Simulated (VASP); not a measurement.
Write the native input for VASP 6.6.1 that does the following.

```
Task                   : single point
Functional             : PBE
Potentials or basis    : VASP PAW PBE potentials, release 64 (Sc_sv, Br)
Cutoff                 : 520 eV
k mesh                 : 4 × 2 × 1
Occupations            : gaussian, width 0.1 eV
Spin                   : no spin polarisation
Dipole correction      : yes
Further INCAR settings : ALGO = Normal; EDIFF = 1e-06; NBANDS = 34
```

The structure of ScBr2 lies in POSCAR:

```
ScBr2
1.0
    3.8928946618      0.0000000000      0.0000000000
    0.0000000000      6.3794917796      0.0000000000
    0.0000000000      0.0000000000     32.2829543200
Sc Br
2 4
Direct
    0.0000000000      0.0000000000      0.2942729437
    0.0000000000      0.5000000000      0.2942729437
    0.0000000000      0.7500000000      0.2285710218
    0.5000000000      0.7500000000      0.3332201112
    0.0000000000      0.2500000000      0.3599748656
    0.5000000000      0.2500000000      0.2553257763
```

The cell was built from a structure type or drawn by symmetry, and may not be a known phase.

These files were run (other wordings do the same):

INCAR

```
ALGO     = Normal         # electronic algorithm
DIPOL    = 0.5 0.5 0.294
EDIFF    = 1E-6           # SCF threshold, eV
ENCUT    = 520            # plane-wave cutoff, eV
GGA      = PE             # functional
IDIPOL   = 3            
ISIF     = 2              # what is computed and relaxed
ISMEAR   = 0              # smearing method
LASPH    = True           # aspherical terms in the spheres
LCHARG   = False          # write CHGCAR
LDIPOL   = True         
LREAL    = False          # projectors in reciprocal space
LWAVE    = False          # write WAVECAR
NBANDS   = 34             # bands
NELM     = 60             # most SCF steps
PREC     = Accurate       # precision mode
SIGMA    = 0.1            # smearing width, eV
```

KPOINTS

```
k-points
0
Gamma
  4 2 1
```

Potentials or basis: VASP PAW PBE potentials, release 64 (Sc_sv, Br).

Launch:

```sh
$ cat potpaw_PBE.64/Sc_sv/POTCAR potpaw_PBE.64/Br/POTCAR > POTCAR
$ mpirun -np 1 vasp_std > vasp.out
```

It gave:

* Largest force: 0.028 eV/Å
* Band gap on the k mesh: zero (bands 25 and 26 overlap by 0.77 eV)

Caveat: the k points lie up to 0.49 Å⁻¹ apart, too coarse for converged energies and pressures of a metal.

Run time: 3.8 min on 1 thread of Intel(R) Xeon(R) 6975P-C (Granite Rapids) (shared host), peak memory 0.72 GiB.
